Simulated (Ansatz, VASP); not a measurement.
HfB2: VASP beside Ansatz

```
Hf B
1.0
     3.13000    0.00000    0.00000
    -1.56500    2.71066    0.00000
     0.00000    0.00000    3.46000
Hf B
1 2
Direct
  0.00000 0.00000 0.00000
  0.33333 0.66667 0.50000
  0.66667 0.33333 0.50000
```

Alike in both runs: task single point; functional PBE; k mesh 6 × 6 × 6; occupations gaussian, width 0.1 eV; no spin polarisation.

|  | VASP | Ansatz |
| --- | --- | --- |
| version | VASP 6.6.1 | Ansatz 0.2.0 |
| potentials or method | VASP PAW PBE potentials, release 64 (Hf_pv, B), cutoff 500 eV | scalar-relativistic, plane waves, PAW |
| valence electrons in the cell | 16 | 32 |

```tsv
	VASP	Ansatz	Ansatz less VASP
gap on the k mesh at the Fermi level (eV)	none	none	-
pressure (GPa)	4.4	4.7	+0.32
traceless stress, the component that is largest in VASP (GPa)	-1.07	-1.26	-0.194
```

A gap of «none» marks a metal or a gap that the smearing closes. With one functional, cell and mesh, what is left measures potentials, basis and numerics. VASP's potentials hold 16 valence electrons a cell and Ansatz's 32, so a difference there can come from the potentials and not from the codes.

The k mesh is coarse, so the values compare programs but aren't converged. Neither program's run includes spin-orbit coupling.
